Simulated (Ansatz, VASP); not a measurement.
One calculation of Ir2Pt, two programs

```
CELL_PARAMETERS angstrom
2.70959 0.00000 0.00000
0.00000 2.70959 0.00000
0.00000 0.00000 6.48546
ATOMIC_POSITIONS crystal
Ir 0.50000 0.50000 0.31225
Ir 0.50000 0.50000 0.68775
Pt 0.00000 0.00000 0.00000
```

Alike in both runs: task single point; functional PBE; k mesh 16 × 16 × 8; no spin polarisation.

|  | VASP | Ansatz |
| --- | --- | --- |
| version | VASP 6.6.1 | Ansatz 0.2.0 |
| potentials or method | VASP PAW PBE potentials, release 64 (Ir, Pt), cutoff 500 eV | scalar-relativistic, plane waves, PAW |
| occupations | gaussian, width 0.1 eV | gaussian, width 0.01 eV |
| valence electrons in the cell | 28 | 52 |

|  | VASP | Ansatz | Ansatz less VASP |
| --- | --- | --- | --- |
| gap on the k mesh at the Fermi level (eV) | none | none | - |
| pressure (GPa) | -0.1 | -0.1 | +0.02 |
| traceless stress, the component that is largest in VASP (GPa) | 0.16 | -0.02 | -0.182 |
| rms of the force components (eV/Å) | 0.014 | 0.004 | -0.0102 |

Atom by atom the forces differ by 0.010 eV/Å (rms over components). A gap of «none» marks a metal or a gap that the smearing closes. VASP's potentials hold 28 valence electrons a cell and Ansatz's 52, so a difference there can come from the potentials and not from the codes.

Spin-orbit coupling is off throughout.
